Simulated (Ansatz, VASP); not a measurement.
**Two plane-wave programs on Re**

```
Re
1.0
     2.75664    0.00000    0.00000
    -1.37832    2.38732    0.00000
     0.00000    0.00000    2.44310
Re
1
Direct
  0.00000 0.00000 0.00000
```

Alike in both runs: functional r2SCAN; k mesh 9 × 9 × 8; occupations gaussian, width 0.1 eV; no spin polarisation.

Ansatz relaxed the structure, and its values are those at the end. VASP's run is a single point on that final structure, the one shown.

|  | VASP | Ansatz |
| --- | --- | --- |
| version | VASP 6.6.1 | Ansatz 0.2.0 |
| potentials or method | VASP PAW PBE potentials, release 64 (Re), cutoff 520 eV | scalar-relativistic, plane waves, PAW |
| valence electrons in the cell | 7 | 15 |

|  | VASP | Ansatz | Ansatz less VASP |
| --- | --- | --- | --- |
| gap on the k mesh at the Fermi level (eV) | none | none | - |
| pressure (GPa) | -0.9 | 0.0 | +0.91 |

VASP's potentials were made for PBE, not for r2SCAN. A gap of «none» marks a metal or a gap that the smearing closes. The functional is the same, so the differences come from potentials, cutoffs and numerics. VASP's potentials hold 7 valence electrons a cell and Ansatz's 15, so a difference there can come from the potentials and not from the codes.

Spin-orbit coupling is off throughout.
